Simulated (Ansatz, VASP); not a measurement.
# Al: VASP beside Ansatz

Contents of INCAR:

```
SYSTEM = Al
  PREC = Accurate
  ENCUT = 520
  EDIFF = 1E-7
  ISMEAR = 0
  SIGMA = 0.15
  LREAL = .False.
  LASPH = .True.
  NELM = 80
  ALGO = Normal
  ISIF = 2
  LWAVE = .False.
  LCHARG = .True.
  GGA = PE
  IVDW = 12
  LELF = .True.
  LVHAR = .True.
  NBANDS = 14
```

File KPOINTS:

```
regular mesh
0
Gamma
  18 18 4
  0 0 0
```

POSCAR

```
Al
1.0
    2.7356000000      0.0000000000      0.0000000000
   -1.3678000000      2.3690990946      0.0000000000
    0.0000000000      0.0000000000     10.8379000000
Al
4
Direct
    0.0000000000      0.0000000000      0.0000000000
    0.3333333333      0.6666666667      0.2500000000
    0.0000000000      0.0000000000      0.5000000000
    0.6666666667      0.3333333333      0.7500000000
```

Input for Ansatz:

```yaml
crystal:
  lattice:
    - [2.7356, 0.0, 0.0]
    - [-1.3678, 2.3690990946, 0.0]
    - [0.0, 0.0, 10.8379]
  atoms:
    - { symbol: Al, position: [0.0, 0.0, 0.0] }
    - { symbol: Al, position: [0.3333333333, 0.6666666667, 0.25] }
    - { symbol: Al, position: [0.0, 0.0, 0.5] }
    - { symbol: Al, position: [0.6666666667, 0.3333333333, 0.75] }
basis:
  ecutwfc: 420
kpoints:
  mp_grid: { grid: [18, 18, 4] }
hamiltonian:
  xc: pbe
  pseudopotentials: { kind: paw, azcp: { folder: soft_1 } }
  dispersion: d3bj
scf:
  occupations: { method: gaussian, width: 0.15 }
output:
  forces: true
  stress: true
  eigenvalues: true
  write_density: true
  write_potential: true
  elf: true
  volumetric_format: npy
```

Alike in both runs: task single point; functional PBE; dispersion D3(BJ); k mesh 18 × 18 × 4; occupations gaussian, width 0.15 eV; no spin polarisation.

```csv
,VASP,Ansatz
version,VASP 6.6.1,Ansatz 0.2.0
potentials or method,"VASP PAW PBE potentials, release 64 (Al), cutoff 520 eV","scalar-relativistic, plane waves, PAW"
valence electrons in the cell,12,12
```

|  | VASP | Ansatz | Ansatz less VASP |
| --- | --- | --- | --- |
| gap on the k mesh at the Fermi level (eV) | none | none | - |
| pressure (GPa) | -3.7 | -3.7 | 0.00 |
| traceless stress, the component that is largest in VASP (GPa) | -7.53 | -7.52 | +0.001 |

A gap of «none» marks a metal or a gap that the smearing closes.
